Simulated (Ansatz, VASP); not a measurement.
MgS in VASP and in Ansatz

Contents of INCAR:

```
PREC     = Accurate       # precision mode
ENCUT    = 520            # plane-wave cutoff, eV
EDIFF    = 1E-6           # SCF threshold, eV
ISMEAR   = -1             # smearing method
SIGMA    = 0.02           # smearing width, eV
LREAL    = False          # projectors in reciprocal space
LASPH    = True           # aspherical terms in the spheres
NELM     = 60             # most SCF steps
ALGO     = Normal         # electronic algorithm
ISIF     = 2              # what is computed and relaxed
LWAVE    = False          # write WAVECAR
LCHARG   = False          # write CHGCAR
GGA      = PE             # functional
NBANDS   = 11             # bands
```

The input KPOINTS:

```
Automatic mesh
0
Gamma
  8 8 8
```

File POSCAR:

```
MgS
1.0
    0.0000000000      2.6015179370      2.6015179370
    2.6496460189      0.0000000000      2.6015179370
    2.6496460189      2.6015179370      0.0000000000
Mg S
1 1
Direct
    0.0000000000      0.0000000000      0.0000000000
    0.5000000000      0.5000000000      0.5000000000
```

Input for Ansatz:

```yaml
crystal:
  lattice:
    - [0.0, 2.601517937, 2.601517937]
    - [2.6496460189, 0.0, 2.601517937]
    - [2.6496460189, 2.601517937, 0.0]
  atoms:
    - { symbol: Mg, position: [0.0, 0.0, 0.0] }
    - { symbol: S, position: [0.5, 0.5, 0.5] }
kpoints:
  mp_grid: { grid: [8, 8, 8] }
  band_path:
    path:
      - [0.0, 0.0, 0.0]
      - [0.5, 0.0, 0.5]
      - [0.625, 0.25, 0.625]
      - [0.375, 0.375, 0.75]
      - [0.5, 0.5, 0.5]
      - [0.5, 0.25, 0.75]
    npoints: 1
hamiltonian:
  xc: pbe
scf:
  occupations: { method: fermi_dirac, width: 0.02 }
  n_extra_bands: 4
output:
  forces: true
  stress: true
  eigenvalues: true
```

Change from the starting cell: uniaxial_x strain +1.9%.

Alike in both runs: task single point; functional PBE; k mesh 8 × 8 × 8; occupations fermi-dirac, width 0.02 eV; no spin polarisation.

|  | VASP | Ansatz |
| --- | --- | --- |
| version | VASP 6.6.1 | Ansatz 0.2.0 |
| potentials or method | VASP PAW PBE potentials, release 64 (Mg, S) | plane waves, PAW |
| plane-wave cutoff (eV) | 520 | 420 |
| valence electrons in the cell | 8 | 16 |

VASP gave:

```
gap on the k mesh at the Fermi level (eV)                     : 2.66
pressure (GPa)                                                : -0.5
traceless stress, the component that is largest in VASP (GPa) : -1.13
```

Q: Estimate Ansatz's values.

A: gap on the k mesh at the Fermi level (eV): 2.67; pressure (GPa): -0.2; traceless stress, the component that is largest in VASP (GPa): -1.13.

VASP's potentials hold 8 valence electrons a cell and Ansatz's 16, so a difference there can come from the potentials and not from the codes.
